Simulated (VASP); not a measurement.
NiO:

```xyz
2
Lattice="0.0000 2.1335 2.1335 2.1335 0.0000 2.1335 2.1335 2.1335 0.0000" Properties=species:S:1:pos:R:3 pbc="T T T"
Ni    0.0000    0.0000    0.0000
O     2.1335    2.1335    2.1335
```

| Property | Result |
| --- | --- |
| Program | VASP 6.6.1 |
| Task | relaxation of cell and atoms |
| Functional | PBE |
| Potentials or basis | VASP PAW PBE potentials, release 64 (Ni, O) |
| Cutoff | 600 eV |
| k mesh | 12 × 12 × 12 |
| Occupations | gaussian, width 0.02 eV |
| Spin | collinear spin, ferromagnetic start |
| Starting moments | [1.91, 0.21] μB |
| Hubbard terms | Ni d U = 6.2 eV |

At the start: pressure -8.4 GPa; volume 9.71 Å³/atom.

Question: How do energy, volume and symmetry change on relaxing?

Answer: Over 3 steps the energy falls by 13.2 meV/atom and the volume is 9.23 Å³/atom (-5.0 %); space group Fm-3m (No. 225, to 0.05 Å); moment 2.00 μB per cell.

The path:
```csv
step,energy change (eV),largest force (eV/Å),pressure (GPa),volume (Å³)
1,0.0000,0.0000,-8.41,19.42
2,-0.0205,0.0000,4.50,18.03
3,-0.0264,0.0000,0.00,18.46
```

Final structure:
```
CELL_PARAMETERS angstrom
0.00000 2.09757 2.09757
2.09757 0.00000 2.09757
2.09757 2.09757 0.00000
ATOMIC_POSITIONS crystal
Ni 0.00000 0.00000 0.00000
O 0.50000 0.50000 0.50000
```

Caveat: a cell with one magnetic atom can't hold antiferromagnetic order, which such compounds often take.
